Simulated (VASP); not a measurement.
# Pt (P6_3/mmc) in VASP: a series of runs

The runs below take Pt through single point, with PBE.

Program: VASP 6.6.1. These are calculated values, not measurements. Logs are shortened: lines on timing, memory, paths and dates and some standing lists are left out, and cuts for length are marked.

## 1. The cell of the first run

It takes space group P6_3/mmc (No. 194, hexagonal). Conventional cell: a = 2.448 Å, b = 2.448 Å, c = 4.121 Å, α = 90.00°, β = 90.00°, γ = 120.00°. Pt (site symmetry -6m2) has 12 Pt at 2.45 to 2.50 Å within 3.2 Å.

This isn't the form of Pt at room conditions, which is fcc.

## 2. Single point, PBE

INCAR reads:

```
PREC = Accurate
ENCUT = 520
EDIFF = 1E-6
ISMEAR = -1
SIGMA = 0.05
LREAL = F
LASPH = T
NELM = 80
ALGO = Normal
ISIF = 2
LWAVE = F
LCHARG = F
GGA = PE
NBANDS = 17
```

KPOINTS reads:

```
regular mesh
0
Gamma
  18 18 10
```

POSCAR reads:

```
Pt
1.0
    2.4481204232      0.0000000000      0.0000000000
   -1.2240602116      2.1201344780      0.0000000000
    0.0000000000      0.0000000000      4.1206582264
Pt
2
Direct
    0.3333333333      0.6666666667      0.2500000000
    0.6666666667      0.3333333333      0.7500000000
```

Potentials or basis: VASP PAW PBE potentials, release 64 (Pt).

Run with:

```
$ cat potpaw_PBE.64/Pt/POTCAR > POTCAR
$ mpirun -np 1 vasp_std > vasp.out
```

OUTCAR:

```text
PREC = Accurate
   ENCUT = 520
   EDIFF = 1E-6
   ISMEAR = -1
   LREAL = F
   LASPH = T
   NELM = 80
   ISIF = 2
   GGA = PE

 ion  position               nearest neighbor table
   1  0.333  0.667  0.250-   2 2.50   2 2.50   2 2.50   2 2.50   2 2.50   2 2.50
   2  0.667  0.333  0.750-   1 2.50   1 2.50   1 2.50   1 2.50   1 2.50   1 2.50

  LATTYP: Found a hexagonal cell.
 ALAT       =     2.4481204232
 C/A-ratio  =     1.6831926189

  Lattice vectors:

 A1 = (   2.4481204232,   0.0000000000,   0.0000000000)
 A2 = (  -1.2240602116,   2.1201344780,   0.0000000000)
 A3 = (   0.0000000000,   0.0000000000,   4.1206582264)

Analysis of symmetry for initial positions (statically):
=====================================================================
 Subroutine PRICEL returns:
 Original cell was already a primitive cell.

 Routine SETGRP: Setting up the symmetry group for a
 hexagonal supercell.

 Subroutine GETGRP returns: Found 24 space group operations
 (whereof 12 operations were pure point group operations)
 out of a pool of 24 trial point group operations.

The static configuration has the point symmetry D_3d.
 The point group associated with its full space group is D_6h.

Analysis of symmetry for dynamics (positions and initial velocities):
=====================================================================
 Subroutine PRICEL returns:
 Original cell was already a primitive cell.

 Routine SETGRP: Setting up the symmetry group for a
 hexagonal supercell.

 Subroutine GETGRP returns: Found 24 space group operations
 (whereof 12 operations were pure point group operations)
 out of a pool of 24 trial point group operations.

The dynamic configuration has the point symmetry D_3d.
 The point group associated with its full space group is D_6h.

 Subroutine INISYM returns: Found 24 space group operations
 (whereof 12 operations are pure point group operations),
 and found     1 'primitive' translations

----------------------------------------------------------------------------------------

                                     Primitive cell

  volume of cell :      21.3876

  direct lattice vectors                    reciprocal lattice vectors
     2.448120423  0.000000000  0.000000000     0.408476638  0.235834097  0.000000000
    -1.224060212  2.120134478  0.000000000     0.000000000  0.471668194  0.000000000
     0.000000000  0.000000000  4.120658226     0.000000000  0.000000000  0.242679675

  length of vectors
     2.448120423  2.448120423  4.120658226     0.471668194  0.471668194  0.242679675

  position of ions in fractional coordinates (direct lattice)
     0.333333333  0.666666667  0.250000000
     0.666666667  0.333333333  0.750000000

  ion indices of the primitive-cell ions
   primitive index   ion index
                 1           1
                 2           2

----------------------------------------------------------------------------------------

 KPOINTS: regular mesh

Automatic generation of k-mesh.
 Grid dimensions read from file:
 generate k-points for:   18   18   10

 Generating k-lattice:

  Cartesian coordinates                     Fractional coordinates (reciprocal lattice)
     0.022693147  0.013101894  0.000000000     0.055555556  0.000000000  0.000000000
     0.000000000  0.026203789  0.000000000     0.000000000  0.055555556  0.000000000
     0.000000000  0.000000000  0.024267968     0.000000000  0.000000000  0.100000000

  Length of vectors
     0.026203789  0.026203789  0.024267968

  Shift w.r.t. Gamma in fractional coordinates (k-lattice)
     0.000000000  0.000000000  0.000000000

 Subroutine IBZKPT returns following result:
 ===========================================

 Found    222 irreducible k-points:

 Following reciprocal coordinates:
            Coordinates               Weight
  0.000000  0.000000  0.000000      1.000000
  0.055556 -0.000000  0.000000      6.000000
  0.111111 -0.000000  0.000000      6.000000
  0.166667 -0.000000  0.000000      6.000000
  0.222222 -0.000000  0.000000      6.000000
  0.277778 -0.000000  0.000000      6.000000
[... 16 lines left out ...]
  0.333333  0.111111  0.000000     12.000000
  0.388889  0.111111  0.000000     12.000000
 [... further k-points ...]
   k-points           NKPTS =    222   k-points in BZ     NKDIM =    222   number of bands    NBANDS=     17
   number of dos      NEDOS =    301   number of ions     NIONS =      2
   total plane-waves  NPLWV =  10368
   dimension x,y,z NGX =    18 NGY =   18 NGZ =   32
   dimension x,y,z NGXF=    36 NGYF=   36 NGZF=   64
   ions per type =               2
   NGX,Y,Z   is equivalent  to a cutoff of  12.22, 12.22, 12.91 a.u.
   NGXF,Y,Z  is equivalent  to a cutoff of  24.45, 24.45, 25.82 a.u.
 SYSTEM =  unknown system
   PREC   = accura    normal or accurate (medium, high low for compatibility)
   ISTART =      0    job   : 0-new  1-cont  2-samecut
   ICHARG =      2    charge: 1-file 2-atom 10-const
   ISPIN  =      1    spin polarized calculation?
   LNONCOLLINEAR =      F non collinear calculations
   LSORBIT =      F    spin-orbit coupling
   LASPH  =      T    aspherical Exc in radial PAW
   ENCUT  =  520.0 eV  38.22 Ry    6.18 a.u.   4.55  4.55  7.66*2*pi/ulx,y,z
   NELM   =     80;   NELMIN=  2; NELMDL= -5     # of ELM steps
   EDIFF  = 0.1E-05   stopping-criterion for ELM
   LREAL  =      F    real-space projection
   EDIFFG = 0.1E-04   stopping-criterion for IOM
   NSW    =      0    number of steps for IOM
   IBRION =     -1    ionic relax: 0-MD 1-quasi-New 2-CG
   NFREE  =      0    steps in history (QN), initial steepest desc. (CG)
   ISIF   =      2    stress and relaxation
   ISYM   =      2    0-nonsym 1-usesym 2-fastsym
   POTIM  = 0.5000    time-step for ionic-motion
   TEBEG  =    0.0;   TEEND  =   0.0 temperature during run
   PSTRESS=    0.0 pullay stress
   NELECT =      20.0000    total number of electrons
   NUPDOWN=      -1.0000    fix difference up-down
   EMIN   =  10.00;   EMAX   =-10.00  energy-range for DOS
   EFERMI =   0.00;   METHOD = LEGACY
   ISMEAR =    -1;   SIGMA  =   0.05  broadening in eV -4-tet -1-fermi 0-gaus
   EFERMI_NEDOS =   21; number of points for ismear=-14 and -15
   IALGO  =     38    algorithm
   IMIX   =      4    mixing-type and parameters
     AMIX     =   0.40;   BMIX     =  1.00
     AMIX_MAG =   1.60;   BMIX_MAG =  1.00
  volume/ion in A,a.u.               =      10.69        72.17
  Fermi-wavevector in a.u.,A,eV,Ry     =   1.600899  3.025260 34.870062  2.562877
  Thomas-Fermi vector in A             =   2.697962
   LORBIT       =      0    0 simple, 1 ext, 2 COOP (PROOUT), +10 PAW based schemes
   GGA     = PE    functional components
   LHFCALC =     F    Hartree Fock is set to
   AEXX    =    0.0000 exact exchange contribution
   IVDW    =     0    specifies the selected vdW correction
   LEPSILON=     F    determine dielectric tensor
   LRPA    =     F    only Hartree local field effects (RPA)
 non-spin polarized calculation
  energy-cutoff  :      520.00
  volume of cell :       21.39
 maximum number of plane-waves:       598
   NGX =  9   NGY =  9   NGZ = 15

 number of electron      19.9999997 magnetization

 Free energy of the ion-electron system (eV)
  ---------------------------------------------------
  ext. energy  EPLUGINS =         0.00000000
  ---------------------------------------------------
  free energy    TOTEN  =        -6.56397332 eV

  energy without entropy =       -6.54502167  energy(sigma->0) =       -6.55449749

 E-fermi :  19.2346     XC(G=0): -15.6265

 val. band max:       19.2233161501   @ k =   0.3333   0.0556   0.4000
 cond. band min:      19.2446034413   @ k =   0.3889   0.0556   0.2000
 fundamental gap:      0.0212872912
 Fermi energy:        19.2346324947

 k-point     1 :       0.0000    0.0000    0.0000
  band No.  band energies     occupation
      1       4.6088      2.00000
      2       7.4020      2.00000
      3      12.2859      2.00000
      4      12.8561      2.00000
      5      12.8561      2.00000
      6      13.6720      2.00000
[... 9 lines left out ...]
     16      36.0882      0.00000
     17      42.7180      0.00000

 k-point     2 :       0.0556   -0.0000    0.0000
  band No.  band energies     occupation
      1       4.7743      2.00000
      2       7.5565      2.00000
      3      12.1743      2.00000
      4      12.9239      2.00000
      5      13.0011      2.00000
      6      13.5656      2.00000
[... 9 lines left out ...]
     16      36.3952      0.00000
     17      41.2143      0.00000

 k-point     3 :       0.1111   -0.0000    0.0000
  band No.  band energies     occupation
      1       5.2516      2.00000
      2       7.9842      2.00000
      3      11.8553      2.00000
      4      13.0745      2.00000
      5      13.3949      2.00000
      6      13.4306      2.00000
[... 9 lines left out ...]
     16      37.2944      0.00000
     17      39.3947      0.00000

 k-point     4 :       0.1667   -0.0000    0.0000
  band No.  band energies     occupation
      1       5.9792      2.00000
      2       8.5441      2.00000
      3      11.5071      2.00000
      4      12.7926      2.00000
      5      12.9204      2.00000
      6      13.8203      2.00000
[... 9 lines left out ...]
     16      38.2451      0.00000
     17      38.6031      0.00000

 k-point     5 :       0.2222   -0.0000    0.0000
  band No.  band energies     occupation
      1       6.8361      2.00000
      2       8.9001      2.00000
      3      11.4813      2.00000
      4      11.7162      2.00000
      5      12.4948      2.00000
      6      14.1525      2.00000
[... 9 lines left out ...]
     16      38.6943      0.00000
     17      38.7795      0.00000

 k-point     6 :       0.2778   -0.0000    0.0000
  band No.  band energies     occupation
      1       7.6189      2.00000
      2       8.7973      2.00000
      3      10.6789      2.00000
      4      11.8871      2.00000
      5      12.5715      2.00000
      6      13.7458      2.00000
[... 9 lines left out ...]
     16      37.0118      0.00000
     17      39.7129      0.00000

 k-point     7 :       0.3333   -0.0000    0.0000
  band No.  band energies     occupation
      1       8.0627      2.00000
      2       8.5233      2.00000
      3       9.8437      2.00000
      4      12.3498      2.00000
      5      13.2157      2.00000
      6      13.4003      2.00000
[... 9 lines left out ...]
     16      35.2715      0.00000
     17      39.3991      0.00000

 k-point     8 :       0.3889    0.0000    0.0000
  band No.  band energies     occupation
      1       7.9895      2.00000
      2       8.4564      2.00000
      3       9.2326      2.00000
      4      12.9712      2.00000
      5      13.1392      2.00000
      6      13.3792      2.00000
[... 9 lines left out ...]
     16      33.6960      0.00000
     17      36.5166      0.00000
[... 203 lines left out ...]
      1       6.4061      2.00000
      2       8.9229      2.00000
      3      11.1464      2.00000
      4      12.5034      2.00000
      5      12.7815      2.00000
      6      13.7087      2.00000
[... 9 lines left out ...]
     16      37.1489      0.00000
     17      38.4900      0.00000

 k-point    20 :       0.1667    0.1111    0.0000
  band No.  band energies     occupation
      1       7.2642      2.00000
      2       9.3980      2.00000
      3      10.8696      2.00000
      4      11.4963      2.00000
      5      12.5771      2.00000
      6      13.2747      2.00000
[... 9 lines left out ...]
     16      36.7910      0.00000
     17      37.6913      0.00000

 k-point    21 :       0.2222    0.1111    0.0000
  band No.  band energies     occupation
      1       8.0994      2.00000
      2       9.3353      2.00000
      3      10.5788      2.00000
      4      11.1609      2.00000
      5      12.6363      2.00000
      6      12.9187      2.00000
[... 9 lines left out ...]
     16      35.1955      0.00000
     17      38.7527      0.00000

 k-point    22 :       0.2778    0.1111    0.0000
  band No.  band energies     occupation
      1       8.6443      2.00000
      2       8.9952      2.00000
      3       9.8202      2.00000
      4      11.7988      2.00000
      5      12.6939      2.00000
      6      13.0816      2.00000
[... 9 lines left out ...]
     16      34.0019      0.00000
     17      39.3094      0.00000

 k-point    23 :       0.3333    0.1111    0.0000
  band No.  band energies     occupation
      1       8.5770      2.00000
      2       8.9400      2.00000
      3       9.2573      2.00000
      4      12.5815      2.00000
      5      12.5988      2.00000
      6      13.5999      2.00000
[... 9 lines left out ...]
     16      33.3803      0.00000
     17      36.9189      0.00000

 k-point    24 :       0.3889    0.1111    0.0000
  band No.  band energies     occupation
      1       8.3663      2.00000
      2       8.9117      2.00000
      3       8.9582      2.00000
      4      12.6192      2.00000
      5      13.2387      2.00000
      6      13.3041      2.00000
[... 9 lines left out ...]
     16      32.9993      0.00000
     17      34.8909      0.00000

 [... further k-points ...]

------------------------ aborting loop because EDIFF is reached ----------------------------------------

  FORCE on cell =-STRESS in cart. coord.  units (eV):
  Direction    XX          YY          ZZ          XY          YZ          ZX
  --------------------------------------------------------------------------------------
  -------------------------------------------------------------------------------------
  Total       34.8906036     34.8906036     34.8750294      0.0000000      0.0000000      0.0000000
  in kB     2613.7032931   2613.7032931   2612.5366048      0.0000000      0.0000000      0.0000000
  external PRESSURE =    2613.3143970 kB  Pullay stress =       0.0000000 kB

 VOLUME and BASIS-vectors are now :
 -----------------------------------------------------------------------------
  energy-cutoff  :      520.00
  volume of cell :       21.39
      direct lattice vectors                 reciprocal lattice vectors
     2.448120423  0.000000000  0.000000000     0.408476638  0.235834097  0.000000000
    -1.224060212  2.120134478  0.000000000     0.000000000  0.471668194  0.000000000
     0.000000000  0.000000000  4.120658226     0.000000000  0.000000000  0.242679675

 POSITION                                       TOTAL-FORCE (eV/Angst)
 -----------------------------------------------------------------------------------
     -0.00000      1.41342      1.03016        -0.000000     -0.000000      0.000000
      1.22406      0.70671      3.09049         0.000000      0.000000      0.000000
 -----------------------------------------------------------------------------------
    total drift:                               -0.000000      0.000000     -0.000000

  FREE ENERGIE OF THE ION-ELECTRON SYSTEM (eV)
  ---------------------------------------------------
  free  energy   TOTEN  =        -6.5639733155 eV

  energy  without entropy=       -6.5450216724  energy(sigma->0) =       -6.55449749
```

Wall time 22 s (1 thread of Intel Xeon 6975P-C (Granite Rapids), shared host); peak memory 0.18 GiB.

Results:

* Free energy: -6.5640 eV
* Pressure: 261.3 GPa
* Band gap on the k mesh: zero (bands 10 and 11 overlap by 2.45 eV)

Stress tensor (GPa, compression positive):
```
261.37   0.00   0.00
  0.00 261.37   0.00
  0.00   0.00 261.25
```

Levels at points of the mesh, in eV from the Fermi level:
| k point | band 6 | band 7 | band 8 | band 9 | band 10 | band 11 | band 12 | band 13 | band 14 | band 15 |
| --- | --- | --- | --- | --- | --- | --- | --- | --- | --- | --- |
| (0.00, 0.00, 0.00) | -5.56 | -5.56 | -3.82 | -3.82 | -2.18 | -0.52 | -0.52 | 8.39 | 13.28 | 14.96 |
| (0.50, 0.00, 0.00) | -5.24 | -5.02 | 0.30 | 0.42 | 0.92 | 3.37 | 5.35 | 9.69 | 11.49 | 12.71 |
| (0.00, 0.00, 0.50) | -6.42 | -6.42 | -6.42 | -1.54 | -1.54 | -1.54 | -1.54 | 12.86 | 12.86 | 17.22 |
| (0.50, 0.00, 0.50) | -3.74 | -2.08 | -2.08 | 0.71 | 0.71 | 1.93 | 1.93 | 9.76 | 9.76 | 16.08 |

Caveat: the cell stands under pressure; spin-orbit coupling is left out, which moves the levels of the heavy elements.

## 3. Single point, PBE

INCAR reads:

```
SYSTEM = Pt
PREC = Accurate
ENCUT = 520
EDIFF = 1E-7
ISMEAR = -1
SIGMA = 0.05
LREAL = .False.
LASPH = .True.
NELM = 60
ALGO = Normal
ISIF = 2
LWAVE = .False.
LCHARG = .False.
GGA = PE
NBANDS = 17
```

KPOINTS reads:

```
Automatic mesh
0
Gamma
  18 18 10
  0 0 0
```

POSCAR reads:

```
Pt
1.0
    2.4478590319      0.0000000000      0.0000000000
   -1.2239295160      2.1199081065      0.0000000000
    0.0000000000      0.0000000000      4.1202231265
Pt
2
Direct
    0.3333333333      0.6666666667      0.2500000000
    0.6666666667      0.3333333333      0.7500000000
```

Potentials or basis: VASP PAW PBE potentials, release 64 (Pt).

Run with:

```
$ cat potpaw_PBE.64/Pt/POTCAR > POTCAR
$ mpirun -np 1 vasp_std > vasp.out
```

Wall time 22 s (1 thread of Intel Xeon 6975P-C (Granite Rapids), shared host); peak memory 0.18 GiB.

Results (log left out):

- Free energy: -6.5528 eV
- Pressure: 261.8 GPa
- Band gap on the k mesh: zero (bands 10 and 11 overlap by 2.46 eV)

Stress tensor (GPa, compression positive):
```
261.81   0.00   0.00
  0.00 261.81   0.00
  0.00   0.00 261.68
```

Levels at points of the mesh, in eV from the Fermi level:
```csv
k point,band 6,band 7,band 8,band 9,band 10,band 11,band 12,band 13,band 14,band 15
"(0.00, 0.00, 0.00)",-5.57,-5.57,-3.82,-3.82,-2.18,-0.52,-0.52,8.40,13.28,14.96
"(0.50, 0.00, 0.00)",-5.24,-5.02,0.30,0.42,0.92,3.37,5.35,9.69,11.49,12.71
"(0.00, 0.00, 0.50)",-6.42,-6.42,-6.42,-1.54,-1.54,-1.54,-1.54,12.86,12.86,17.22
"(0.50, 0.00, 0.50)",-3.74,-2.08,-2.08,0.71,0.71,1.93,1.93,9.77,9.77,16.08
```

Caveat: the cell stands under pressure; spin-orbit coupling is left out, which moves the levels of the heavy elements.
